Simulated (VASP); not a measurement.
PPt, 4 atoms in the cell. The structure is hexagonal, space group P6_3mc (No. 186). Conventional cell: a = 3.743 Å, b = 3.743 Å, c = 6.354 Å, α = 90.00°, β = 90.00°, γ = 120.00°. Pt (site symmetry 3m) has 4 P at 2.32 to 2.34 Å within 3.1 Å. P (site symmetry 3m) has 4 Pt at 2.32 to 2.34 Å within 3.1 Å. 

* Program: VASP 6.6.1
* Task: single point
* Functional: PBE
* Potentials or basis: VASP PAW PBE potentials, release 64 (Pt, P)
* Cutoff: 520 eV
* k mesh: 5 × 5 × 3
* Occupations: fermi-dirac, width 0.05 eV
* Spin: no spin polarisation
* Dipole correction: no
* Further INCAR settings: ALGO = Normal; EDIFF = 1e-07; NBANDS = 23

Potentials or basis: VASP PAW PBE potentials, release 64 (Pt, P).

Launch:

```console
$ cat potpaw_PBE.64/Pt/POTCAR potpaw_PBE.64/P/POTCAR > POTCAR
$ mpirun -np 1 vasp_std > vasp.out
```

Hardware: 1 thread of Intel Xeon 6975P-C, on a shared host.

Task: How long does it take, and how much memory?

Result: It took 45 s on 1 thread of Intel Xeon 6975P-C, on a shared host, peak memory 0.19 GiB. Counts: scf iterations 15, k points 10.
